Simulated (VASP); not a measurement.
Runs of VASP 6.6.1 on Sb. The structure is that of space group Pm-3m (No. 221), or close to it. The cells are those of the table. 

| cell | gap on the mesh (eV) | pressure (GPa) |
| --- | --- | --- |
| a = 3.014 Å, 1 atom | none | 6.3 |
| a = 3.141 Å, 1 atom | none | (b) |
| a = 3.171 Å, 1 atom | none | (a) |
| a = 3.160 Å, 1 atom | none | -2.4 |
| a = 3.047 Å, 1 atom | none | 3.8 |

Alike in all rows: task single point; level PBE; potentials or basis VASP PAW PBE potentials, release 64 (Sb); no spin polarisation; k mesh 14 × 14 × 14; cutoff (eV) 520; smearing gaussian 0.1 eV.

Q: Estimate the missing entries.

A: (a) -2.8; (b) -1.5.

Caveats: spin-orbit coupling is left out, which moves the levels of the heavy elements.

A k mesh can miss the band edges, and the runs leave out spin-orbit coupling on Sb.

A gap of «none» marks levels without a gap at the run's occupations.
